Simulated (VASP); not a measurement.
Set up this calculation in VASP 6.6.1, as the native input.

```
Task                   : single point
Functional             : PBE
Potentials or basis    : VASP PAW PBE potentials, release 64 (Si, C)
Cutoff                 : 520 eV
k mesh                 : 12 × 12 × 1
Occupations            : gaussian, width 0.2 eV
Spin                   : no spin polarisation
Dipole correction      : no
Further INCAR settings : ALGO = Normal; EDIFF = 1e-06; NBANDS = 36
```

The structure of Si2C lies in POSCAR:

```
Si2C
1.0
    3.0130888203      0.0000000000      0.0000000000
   -1.5065444102      2.6094114623      0.0000000000
    0.0000000000      0.0000000000     19.7729680630
Si C
8 4
Direct
    0.3333333333      0.6666666667      0.3705074460
    0.3333333333      0.6666666667      0.8705074460
    0.3333333333      0.6666666667      0.1294925541
    0.3333333333      0.6666666667      0.6294925541
    0.3333333333      0.6666666667      0.2500000000
    0.3333333333      0.6666666667      0.7500000000
    0.6666666667      0.3333333333      0.0000000000
    0.6666666667      0.3333333333      0.5000000000
    0.6666666667      0.3333333333      0.0981845765
    0.6666666667      0.3333333333      0.5981845765
    0.6666666667      0.3333333333      0.4018154235
    0.6666666667      0.3333333333      0.9018154235
```

One way to write it, as run:

INCAR

```
PREC = Accurate
ENCUT = 520
EDIFF = 1E-6
ISMEAR = 0
SIGMA = 0.2
LREAL = F
LASPH = T
NELM = 100
ALGO = Normal
ISIF = 2
LWAVE = F
LCHARG = T
GGA = PE
LELF = T
LVHAR = T
NBANDS = 36
```

KPOINTS

```
Automatic mesh
0
Gamma
  12 12 1
```

Potentials or basis: VASP PAW PBE potentials, release 64 (Si, C).

The run is started by

```bash
$ cat potpaw_PBE.64/Si/POTCAR potpaw_PBE.64/C/POTCAR > POTCAR
$ mpirun -np 1 vasp_std > vasp.out
```

It gave:

| Quantity | Value |
| --- | --- |
| Pressure | 0.0 GPa |
| Largest force | 0.015 eV/Å |
| Band gap on the k mesh | zero (band 24 reaches 11.29 eV, above the bottom of band 25 at 6.57 eV) |

Wall time 87 s on 1 thread of Intel(R) Xeon(R) Platinum 8259CL CPU @ 2.50GHz (Skylake/Cascade Lake) (shared host), peak memory 0.3 GiB.
